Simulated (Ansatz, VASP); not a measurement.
Sc2GaN3 in VASP and in Ansatz

```
CELL_PARAMETERS angstrom
3.15641 0.00000 0.00000
-1.57820 2.73353 0.00000
0.00000 0.00000 7.57612
ATOMIC_POSITIONS crystal
Sc 0.66667 0.33333 0.32666
Sc 0.33333 0.66667 0.67334
Ga 0.00000 0.00000 0.00000
N 0.33333 0.66667 0.15808
N 0.00000 0.00000 0.50000
N 0.66667 0.33333 0.84192
```

Alike in both runs: functional PBE; k mesh 12 × 12 × 4; occupations gaussian, width 0.02 eV; no spin polarisation.

Ansatz relaxed the structure, and its values are those at the end. VASP's run is a single point on that final structure, the one shown.

```csv
,VASP,Ansatz
version,VASP 6.6.1,Ansatz 0.2.0
potentials or method,"VASP PAW PBE potentials, release 64 (Sc_sv, Ga_d, N), cutoff 520 eV","scalar-relativistic, plane waves, PAW"
valence electrons in the cell,50,50
```

```tsv
	VASP	Ansatz	Ansatz less VASP
gap on the k mesh at the Fermi level (eV)	0.82	0.84	+0.022
least direct gap on the mesh (eV)	2.03	2.04	+0.013
pressure (GPa)	0.9	0.0	-0.91
rms of the force components (eV/Å)	0.011	0.001	-0.0100
```

With one functional, cell and mesh, what is left measures potentials, basis and numerics.
